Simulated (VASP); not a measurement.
# Fe (P6_3/mmc) in VASP: a series of runs, part 2 of 2

VASP 6.6.1.

### Step 4. Electric field gradients, PBEsol

This run uses another cell than the first one, of 9.86 Å³/atom, 1.020 times its volume.

Contents of INCAR:

```
SYSTEM = Fe
PREC = Accurate
ENCUT = 520
EDIFF = 1E-8
ISMEAR = -1
SIGMA = 0.08
LREAL = .False.
LASPH = .True.
NELM = 60
ALGO = Normal
ISIF = 2
LWAVE = .False.
LCHARG = .False.
GGA = PS
LEFG = .True.
NBANDS = 15
```

Contents of KPOINTS:

```
regular mesh
0
Gamma
  17 17 10
  0 0 0
```

Contents of POSCAR:

```
Fe
1.0
    2.4341575853      0.0000000000      0.0000000000
   -1.2170787927      2.1080423057      0.0000000000
    0.0000000000      0.0000000000      3.8419344700
Fe
2
Direct
    0.3333333333      0.6666666667      0.2500000000
    0.6666666667      0.3333333333      0.7500000000
```

Potentials or basis: VASP PAW PBE potentials, release 64 (Fe).

Run with:

```sh
$ cat potpaw_PBE.64/Fe/POTCAR > POTCAR
$ mpirun -np 1 vasp_std > vasp.out
```

OUTCAR:

```text
SYSTEM = Fe
   PREC = Accurate
   ENCUT = 520
   EDIFF = 1E-8
   ISMEAR = -1
   LREAL = .False.
   LASPH = .True.
   NELM = 60
   ISIF = 2
   GGA = PS

 ion  position               nearest neighbor table
   1  0.333  0.667  0.250-   2 2.38   2 2.38   2 2.38   2 2.38   2 2.38   2 2.38
   2  0.667  0.333  0.750-   1 2.38   1 2.38   1 2.38   1 2.38   1 2.38   1 2.38

  LATTYP: Found a hexagonal cell.
 ALAT       =     2.4341575853
 C/A-ratio  =     1.5783425417

  Lattice vectors:

 A1 = (   2.4341575853,   0.0000000000,   0.0000000000)
 A2 = (  -1.2170787927,   2.1080423057,   0.0000000000)
 A3 = (   0.0000000000,   0.0000000000,   3.8419344700)

Analysis of symmetry for initial positions (statically):
=====================================================================
 Subroutine PRICEL returns:
 Original cell was already a primitive cell.

 Routine SETGRP: Setting up the symmetry group for a
 hexagonal supercell.

 Subroutine GETGRP returns: Found 24 space group operations
 (whereof 12 operations were pure point group operations)
 out of a pool of 24 trial point group operations.

The static configuration has the point symmetry D_3d.
 The point group associated with its full space group is D_6h.

Analysis of symmetry for dynamics (positions and initial velocities):
=====================================================================
 Subroutine PRICEL returns:
 Original cell was already a primitive cell.

 Routine SETGRP: Setting up the symmetry group for a
 hexagonal supercell.

 Subroutine GETGRP returns: Found 24 space group operations
 (whereof 12 operations were pure point group operations)
 out of a pool of 24 trial point group operations.

The dynamic configuration has the point symmetry D_3d.
 The point group associated with its full space group is D_6h.

 Subroutine INISYM returns: Found 24 space group operations
 (whereof 12 operations are pure point group operations),
 and found     1 'primitive' translations

----------------------------------------------------------------------------------------

                                     Primitive cell

  volume of cell :      19.7141

  direct lattice vectors                    reciprocal lattice vectors
     2.434157585  0.000000000  0.000000000     0.410819746  0.237186891  0.000000000
    -1.217078793  2.108042306  0.000000000     0.000000000  0.474373781  0.000000000
     0.000000000  0.000000000  3.841934470     0.000000000  0.000000000  0.260285543

  length of vectors
     2.434157585  2.434157585  3.841934470     0.474373781  0.474373781  0.260285543

  position of ions in fractional coordinates (direct lattice)
     0.333333333  0.666666667  0.250000000
     0.666666667  0.333333333  0.750000000

  ion indices of the primitive-cell ions
   primitive index   ion index
                 1           1
                 2           2

----------------------------------------------------------------------------------------

 KPOINTS: regular mesh

[... 80 lines left out ...]
   EMIN   =  10.00;   EMAX   =-10.00  energy-range for DOS
   EFERMI =   0.00;   METHOD = LEGACY
   ISMEAR =    -1;   SIGMA  =   0.08  broadening in eV -4-tet -1-fermi 0-gaus
   EFERMI_NEDOS =   21; number of points for ismear=-14 and -15
   IALGO  =     38    algorithm
   IMIX   =      4    mixing-type and parameters
     AMIX     =   0.40;   BMIX     =  1.00
     AMIX_MAG =   1.60;   BMIX_MAG =  1.00
  volume/ion in A,a.u.               =       9.86        66.52
  Fermi-wavevector in a.u.,A,eV,Ry     =   1.527058  2.885721 31.727505  2.331906
  Thomas-Fermi vector in A             =   2.635006
   LORBIT       =      0    0 simple, 1 ext, 2 COOP (PROOUT), +10 PAW based schemes
   GGA     = PS    functional components
   LHFCALC =     F    Hartree Fock is set to
   AEXX    =    0.0000 exact exchange contribution
   IVDW    =     0    specifies the selected vdW correction
   LEPSILON=     F    determine dielectric tensor
   LRPA    =     F    only Hartree local field effects (RPA)
 non-spin polarized calculation
  energy-cutoff  :      520.00
  volume of cell :       19.71
 maximum number of plane-waves:       548
 NGX is ok and might be reduce to    18
   NGX =  9   NGY =  9   NGZ = 15

 number of electron      16.0000009 magnetization

 Free energy of the ion-electron system (eV)
  ---------------------------------------------------
  ext. energy  EPLUGINS =         0.00000000
  ---------------------------------------------------
  free energy    TOTEN  =       -17.89536205 eV

  energy without entropy =      -17.84214255  energy(sigma->0) =      -17.86875230

 E-fermi :   7.1290     XC(G=0): -14.1479

 val. band max:        7.1277016982   @ k =   0.2941   0.0000   0.2000
 cond. band min:       7.1355416189   @ k =   0.2941   0.0000   0.1000
 fundamental gap:      0.0078399207
 Fermi energy:         7.1289679618

 k-point     1 :       0.0000    0.0000    0.0000
  band No.  band energies     occupation
      1      -2.0271      2.00000
      2       1.9641      2.00000
      3       5.3833      2.00000
      4       5.3833      2.00000
      5       5.5308      2.00000
      6       5.8790      2.00000
      7       5.8790      2.00000
      8       6.2321      1.99997
      9       6.2321      1.99997
     10       7.6673      0.00239
     11       7.8796      0.00017
     12       7.8796      0.00017
     13      16.2426      0.00000
     14      29.2626      0.00000
[... 401 lines left out ...]
      2       3.2933      2.00000
      3       3.6335      2.00000
      4       3.8176      2.00000
      5       5.1356      2.00000
      6       5.5480      2.00000
      7       5.9566      2.00000
      8       6.6377      1.99571
      9       7.2415      0.39356
     10       7.7932      0.00050
     11       8.1063      0.00001
     12      14.6747      0.00000
     13      16.6502      0.00000
     14      20.8287      0.00000
     15      21.6242      0.00000

 [... further k-points ...]
[... 5 lines left out ...]
  --------------------------------------------------------------------------------------
  -------------------------------------------------------------------------------------
  Total       -0.2292565     -0.2292565     -0.1373911      0.0000000      0.0000000      0.0000000
  in kB      -18.6317767    -18.6317767    -11.1658386      0.0000000      0.0000000      0.0000000
  external PRESSURE =     -16.1431307 kB  Pullay stress =       0.0000000 kB

 VOLUME and BASIS-vectors are now :
 -----------------------------------------------------------------------------
  energy-cutoff  :      520.00
  volume of cell :       19.71
      direct lattice vectors                 reciprocal lattice vectors
     2.434157585  0.000000000  0.000000000     0.410819746  0.237186891  0.000000000
    -1.217078793  2.108042306  0.000000000     0.000000000  0.474373781  0.000000000
     0.000000000  0.000000000  3.841934470     0.000000000  0.000000000  0.260285543

 POSITION                                       TOTAL-FORCE (eV/Angst)
 -----------------------------------------------------------------------------------
     -0.00000      1.40536      0.96048         0.000000      0.000000      0.000000
      1.21708      0.70268      2.88145         0.000000     -0.000000      0.000000
 -----------------------------------------------------------------------------------
    total drift:                                0.000000     -0.000000     -0.000000

  FREE ENERGIE OF THE ION-ELECTRON SYSTEM (eV)
  ---------------------------------------------------
  free  energy   TOTEN  =       -17.8953620543 eV

  energy  without entropy=      -17.8421425514  energy(sigma->0) =      -17.86875230

 Electric field gradients (V/A^2)
---------------------------------------------------------------------
 ion       V_xx      V_yy      V_zz      V_xy      V_xz      V_yz
---------------------------------------------------------------------
   1       4.083     4.083    -8.167     0.000     0.000    -0.000
   2       4.083     4.083    -8.167     0.000    -0.000     0.000
---------------------------------------------------------------------

 Electric field gradients after diagonalization (V/A^2)
 (convention: |V_zz| > |V_xx| > |V_yy|)
----------------------------------------------------------------------
 ion       V_xx      V_yy      V_zz     asymmetry (V_yy - V_xx)/ V_zz
----------------------------------------------------------------------
   1       4.084     4.083    -8.167       0.000
   2       4.084     4.083    -8.167       0.000
----------------------------------------------------------------------

           NMR quadrupolar parameters

 Cq : quadrupolar parameter    Cq=e*Q*V_zz/h
 eta: asymmetry parameters     (V_yy - V_xx)/ V_zz
 Q  : nuclear electric quadrupole moment in mb (millibarn)
----------------------------------------------------------------------
 ion       Cq(MHz)       eta       Q (mb)
----------------------------------------------------------------------
   1      -0.020       0.000       1.000
   2      -0.020       0.000       1.000
----------------------------------------------------------------------
```

stdout:

```text
POSCAR found type information on POSCAR Fe
 POSCAR found :  1 types and       2 ions
 scaLAPACK will be used
 -----------------------------------------------------------------------------
|                                                                             |
|                                                                             |
|     You enforced a specific xc type in the INCAR file but a different       |
|     I HOPE YOU KNOW WHAT YOU ARE DOING!                                     |
|                                                                             |
 -----------------------------------------------------------------------------

 LDA part: xc-table for (Slater+PW92), standard interpolation
 POSCAR, INCAR and KPOINTS ok, starting setup
 FFT: planning ... GRIDC
 FFT: planning ... GRID_SOFT
 FFT: planning ... GRID
 WAVECAR not read
 entering main loop
ion   1

ion   2
```

It took 47 s on 1 thread of Intel Xeon Platinum 8124M at 3.00GHz (Skylake/Cascade Lake), shared host; peak memory 0.17 GiB.

What came out:

* Free energy: -17.8954 eV
* Pressure: -1.6 GPa
* Band gap on the k mesh: zero (band 8 reaches 8.01 eV, above the bottom of band 9 at 6.09 eV)

Levels at points of the mesh, in eV from the Fermi level:
```csv
k point,band 5,band 6,band 7,band 8,band 9,band 10,band 11,band 12
"(0.00, 0.00, 0.00)",-1.60,-1.25,-1.25,-0.90,-0.90,0.54,0.75,0.75
"(0.00, 0.00, 0.50)",-1.87,-1.87,-1.87,-1.87,0.34,0.34,0.34,0.34
```

Electric field gradients, principal values (V/Å²):
| atom | least | middle | greatest (by size) |
| --- | --- | --- | --- |
| 1 Fe | 4.083 | 4.084 | -8.167 |
| 2 Fe | 4.083 | 4.084 | -8.167 |

Caveat: without QUAD_EFG the Cq values of the log hold for a quadrupole moment of 1 mb, not for the nuclei; the PAW data sets were made with another functional, which shifts forces and pressure a little; the run has no spin polarisation, though such a crystal can be magnetic. Spin polarisation is off, so any magnetic state and its effect on volume and gap are missing.

### Step 5. Electric field gradients, PBEsol (volume scaled by 1.01)

Contents of INCAR:

```
SYSTEM = Fe
PREC = Accurate ; ENCUT = 520
EDIFF = 1E-8 ; ISMEAR = -1
SIGMA = 0.08 ; LREAL = .False.
LASPH = .True. ; NELM = 80
ALGO = Normal ; ISIF = 2
LWAVE = .False. ; LCHARG = .False.
GGA = PS ; LEFG = .True.
NBANDS = 15
```

KPOINTS is that of step 4.

Contents of POSCAR:

```
Fe
1.0
    2.4422445470      0.0000000000      0.0000000000
   -1.2211222735      2.1150458200      0.0000000000
    0.0000000000      0.0000000000      3.8546984657
Fe
2
Direct
    0.3333333333      0.6666666667      0.2500000000
    0.6666666667      0.3333333333      0.7500000000
```

Potentials or basis: VASP PAW PBE potentials, release 64 (Fe).

Run with:

```sh
$ cat potpaw_PBE.64/Fe/POTCAR > POTCAR
$ mpirun -np 1 vasp_std > vasp.out
```

OUTCAR:

```text
SYSTEM = Fe
   PREC = Accurate
   ENCUT = 520
   EDIFF = 1E-8
   ISMEAR = -1
   LREAL = .False.
   LASPH = .True.
   NELM = 80
   ISIF = 2
   GGA = PS

 ion  position               nearest neighbor table
   1  0.333  0.667  0.250-   2 2.39   2 2.39   2 2.39   2 2.39   2 2.39   2 2.39
   2  0.667  0.333  0.750-   1 2.39   1 2.39   1 2.39   1 2.39   1 2.39   1 2.39

  LATTYP: Found a hexagonal cell.
 ALAT       =     2.4422445470
 C/A-ratio  =     1.5783425417

  Lattice vectors:

 A1 = (   2.4422445470,   0.0000000000,   0.0000000000)
 A2 = (  -1.2211222735,   2.1150458200,   0.0000000000)
 A3 = (   0.0000000000,   0.0000000000,   3.8546984657)

Analysis of symmetry for initial positions (statically):
=====================================================================
 Subroutine PRICEL returns:
 Original cell was already a primitive cell.

 Routine SETGRP: Setting up the symmetry group for a
 hexagonal supercell.

 Subroutine GETGRP returns: Found 24 space group operations
 (whereof 12 operations were pure point group operations)
 out of a pool of 24 trial point group operations.

The static configuration has the point symmetry D_3d.
 The point group associated with its full space group is D_6h.

Analysis of symmetry for dynamics (positions and initial velocities):
=====================================================================
 Subroutine PRICEL returns:
 Original cell was already a primitive cell.

 Routine SETGRP: Setting up the symmetry group for a
 hexagonal supercell.

 Subroutine GETGRP returns: Found 24 space group operations
 (whereof 12 operations were pure point group operations)
 out of a pool of 24 trial point group operations.

[... 168 lines left out ...]
     12       7.7523      0.00019
     13      16.0219      0.00000
     14      29.0664      0.00000
[... 401 lines left out ...]
      2       3.2275      2.00000
      3       3.5651      2.00000
      4       3.7492      2.00000
      5       5.0484      2.00000
      6       5.4539      2.00000
      7       5.8558      2.00000
      8       6.5285      1.99528
      9       7.1237      0.39778
     10       7.6662      0.00056
     11       7.9752      0.00001
     12      14.4873      0.00000
     13      16.4413      0.00000
     14      20.6074      0.00000
     15      21.3821      0.00000

 [... further k-points ...]
[... 5 lines left out ...]
  --------------------------------------------------------------------------------------
  -------------------------------------------------------------------------------------
  Total       -0.6057721     -0.6057721     -0.5303097     -0.0000000      0.0000000      0.0000000
  in kB      -48.7439278    -48.7439278    -42.6717869     -0.0000000      0.0000000      0.0000000
  external PRESSURE =     -46.7198808 kB  Pullay stress =       0.0000000 kB

 VOLUME and BASIS-vectors are now :
 -----------------------------------------------------------------------------
  energy-cutoff  :      520.00
  volume of cell :       19.91
      direct lattice vectors                 reciprocal lattice vectors
     2.442244547  0.000000000  0.000000000     0.409459405  0.236401498  0.000000000
    -1.221122274  2.115045820  0.000000000     0.000000000  0.472802996  0.000000000
     0.000000000  0.000000000  3.854698466     0.000000000  0.000000000  0.259423664

 POSITION                                       TOTAL-FORCE (eV/Angst)
 -----------------------------------------------------------------------------------
     -0.00000      1.41003      0.96367         0.000000      0.000000      0.000000
      1.22112      0.70502      2.89102        -0.000000      0.000000      0.000000
 -----------------------------------------------------------------------------------
    total drift:                                0.000000     -0.000000     -0.000000

  FREE ENERGIE OF THE ION-ELECTRON SYSTEM (eV)
  ---------------------------------------------------
  free  energy   TOTEN  =       -17.8914718016 eV

  energy  without entropy=      -17.8374898523  energy(sigma->0) =      -17.86448083

 Electric field gradients (V/A^2)
---------------------------------------------------------------------
 ion       V_xx      V_yy      V_zz      V_xy      V_xz      V_yz
---------------------------------------------------------------------
   1       4.008     4.008    -8.017    -0.000     0.000    -0.000
   2       4.008     4.008    -8.017    -0.000    -0.000     0.000
---------------------------------------------------------------------

 Electric field gradients after diagonalization (V/A^2)
 (convention: |V_zz| > |V_xx| > |V_yy|)
----------------------------------------------------------------------
 ion       V_xx      V_yy      V_zz     asymmetry (V_yy - V_xx)/ V_zz
----------------------------------------------------------------------
   1       4.008     4.008    -8.017       0.000
   2       4.008     4.008    -8.017       0.000
----------------------------------------------------------------------

           NMR quadrupolar parameters

 Cq : quadrupolar parameter    Cq=e*Q*V_zz/h
 eta: asymmetry parameters     (V_yy - V_xx)/ V_zz
 Q  : nuclear electric quadrupole moment in mb (millibarn)
----------------------------------------------------------------------
 ion       Cq(MHz)       eta       Q (mb)
----------------------------------------------------------------------
   1      -0.019       0.000       1.000
   2      -0.019       0.000       1.000
----------------------------------------------------------------------
```

It took 43 s on 1 thread of Intel Xeon Platinum 8124M at 3.00GHz (Skylake/Cascade Lake), shared host; peak memory 0.16 GiB.

Results:

| Quantity | Value |
| --- | --- |
| Free energy | -17.8915 eV |
| Pressure | -4.7 GPa |
| Band gap on the k mesh | zero (band 8 reaches 7.88 eV, above the bottom of band 9 at 5.99 eV) |

Stress tensor (GPa, compression positive):
```
-4.87  0.00  0.00
 0.00 -4.87  0.00
 0.00  0.00 -4.27
```

Electric field gradients, principal values (V/Å²):
```csv
atom,least,middle,greatest (by size)
1 Fe,4.008,4.008,-8.017
2 Fe,4.008,4.008,-8.017
```

Caveat: the cell differs from its parent crystal (volume scaled by 1.01); without QUAD_EFG the Cq values of the log hold for a quadrupole moment of 1 mb, not for the nuclei; the PAW data sets were made with another functional, which shifts forces and pressure a little; the run has no spin polarisation, though such a crystal can be magnetic.

### Step 6. The runs side by side

| cell | gap on the mesh (eV) | pressure (GPa) |
| --- | --- | --- |
| a = 2.418, b = 2.418, c = 3.816 Å, angles 90.0, 90.0, 120.0°, 2 atoms | none | 5.0 |
| a = 2.434, b = 2.434, c = 3.842 Å, angles 90.0, 90.0, 120.0°, 2 atoms | none | -1.6 |
| a = 2.442, b = 2.442, c = 3.855 Å, angles 90.0, 90.0, 120.0°, 2 atoms | none | -4.7 |

Alike in all rows: task electric field gradients; level PBEsol; potentials or basis VASP PAW PBE potentials, release 64 (Fe); no spin polarisation; k mesh 17 × 17 × 10; cutoff (eV) 520; smearing fermi-dirac 0.08 eV.

Caveats: the PAW data sets were made with another functional, which shifts forces and pressure a little; the run has no spin polarisation, though such a crystal can be magnetic.

Absolute energies hang on the potentials; compare differences alone.
